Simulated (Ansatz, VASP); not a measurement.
**One calculation of SnO, two programs**

The input INCAR:

```
SYSTEM = SnO
ALGO     = Normal         ! electronic algorithm
EDIFF    = 1E-6           ! SCF threshold, eV
ENCUT    = 520            ! plane-wave cutoff, eV
GGA      = PS             ! functional
ISIF     = 2              ! what is computed and relaxed
ISMEAR   = 0              ! smearing method
LASPH    = .TRUE.         ! aspherical terms in the spheres
LCHARG   = .FALSE.        ! write CHGCAR
LREAL    = .FALSE.        ! projectors in reciprocal space
LWAVE    = .FALSE.        ! write WAVECAR
NBANDS   = 28             ! bands
NELM     = 100            ! most SCF steps
PREC     = Accurate       ! precision mode
SIGMA    = 0.15           ! smearing width, eV
```

Contents of KPOINTS:

```
k-points
0
G
  10 10 8
  0 0 0
```

The input POSCAR:

```
SnO
1.0
    3.5380000000      0.0000000000      0.0000000000
    0.0000000000      3.5380000000      0.0000000000
    0.0000000000      0.0000000000      4.6318000000
Sn O
2 2
Direct
    0.0000000000      0.5000000000      0.2424656060
    0.5000000000      0.0000000000      0.7575343940
    0.0000000000      0.0000000000      0.0000000000
    0.5000000000      0.5000000000      0.0000000000
```

Input for Ansatz:

```yaml
crystal:
  lattice:
    - [3.538, 0.0, 0.0]
    - [0.0, 3.538, 0.0]
    - [0.0, 0.0, 4.6318]
  atoms:
    - { symbol: Sn, position: [0.0, 0.5, 0.242465606] }
    - { symbol: Sn, position: [0.5, 0.0, 0.757534394] }
    - { symbol: O, position: [0.0, 0.0, 0.0] }
    - { symbol: O, position: [0.5, 0.5, 0.0] }
basis:
  ecutwfc: 520.0
kpoints:
  mp_grid: { grid: [10, 10, 8] }
hamiltonian:
  xc: pbesol
  pseudopotentials: { kind: paw, azcp: { folder: soft_1 } }
scf:
  occupations: { method: gaussian, width: 0.15 }
output:
  forces: true
  stress: true
  eigenvalues: true
```

Alike in both runs: task single point; functional PBEsol; k mesh 10 × 10 × 8; occupations gaussian, width 0.15 eV; no spin polarisation.

|  | VASP | Ansatz |
| --- | --- | --- |
| version | VASP 6.6.1 | Ansatz 0.2.0 |
| potentials or method | VASP PAW PBE potentials, release 64 (Sn_d, O), cutoff 520 eV | scalar-relativistic, plane waves, PAW |
| valence electrons in the cell | 40 | 40 |

|  | VASP | Ansatz | Ansatz less VASP |
| --- | --- | --- | --- |
| gap on the k mesh at the Fermi level (eV) | none | none | - |
| pressure (GPa) | 25.9 | 25.2 | -0.68 |
| traceless stress, the component that is largest in VASP (GPa) | -6.49 | -6.51 | -0.020 |
| rms of the force components (eV/Å) | 1.248 | 1.183 | -0.0645 |

VASP's potentials were made for PBE, not for PBEsol, and Ansatz warns of the same on its side. Atom by atom the forces differ by 0.064 eV/Å (rms over components). A gap of «none» marks a metal or a gap that the smearing closes.
